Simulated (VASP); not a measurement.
Wanted: the native input for a VASP 6.6.1 run.

```yaml
Task: single point
Functional: PBE
Potentials_or_basis: VASP PAW PBE potentials, release 64 (Cu, O)
Cutoff: 520 eV
k_mesh: 11 × 11 × 10
Occupations: fermi-dirac, width 0.05 eV
Spin: no spin polarisation
Hubbard_terms: Cu d U = 5.3 eV
Dipole_correction: no
Further_INCAR_settings: ALGO = Normal; EDIFF = 1e-06; NBANDS = 16
```

The structure of CuO lies in POSCAR:

```
CuO
1.0
    2.9182446341     -0.0000000030      0.0000000000
   -1.4591223145      2.5272739890      0.0000000000
    0.0000000000      0.0000000000      2.6904966436
Cu O
1 1
Direct
    0.0000000000      0.0000000000      0.0000000000
    0.6666666667      0.3333333333      0.5000000000
```

The input as run:

INCAR

```
PREC = Accurate
ENCUT = 520
EDIFF = 1E-6
ISMEAR = -1
SIGMA = 0.05
LREAL = F
LASPH = T
NELM = 150
ALGO = Normal
ISIF = 2
LWAVE = F
LCHARG = F
LMAXMIX = 4
LDAU = T
LDAUTYPE = 2
LDAUL = 2 -1
LDAUU = 5.3 0
LDAUJ = 0 0
LDAUPRINT = 1
GGA = PE
NBANDS = 16
```

KPOINTS

```
Automatic mesh
0
Gamma
  11 11 10
```

Potentials or basis: VASP PAW PBE potentials, release 64 (Cu, O).

Command:

```bash
$ cat potpaw_PBE.64/Cu/POTCAR potpaw_PBE.64/O/POTCAR > POTCAR
$ mpirun -np 1 vasp_std > vasp.out
```

Results of the run:

```
Pressure               : -5.8 GPa
Band gap on the k mesh : zero (an odd number of electrons rules out a gap without spin polarisation)
```

Caveat: the cell stands under tension; an odd number of electrons without spin polarisation forces a metal; a magnetic or distorted state may lie lower; U without spin polarisation on a metal has little footing.

Wall time 44 s on 1 thread of Intel Xeon 8259CL (shared host), peak memory 0.15 GiB.
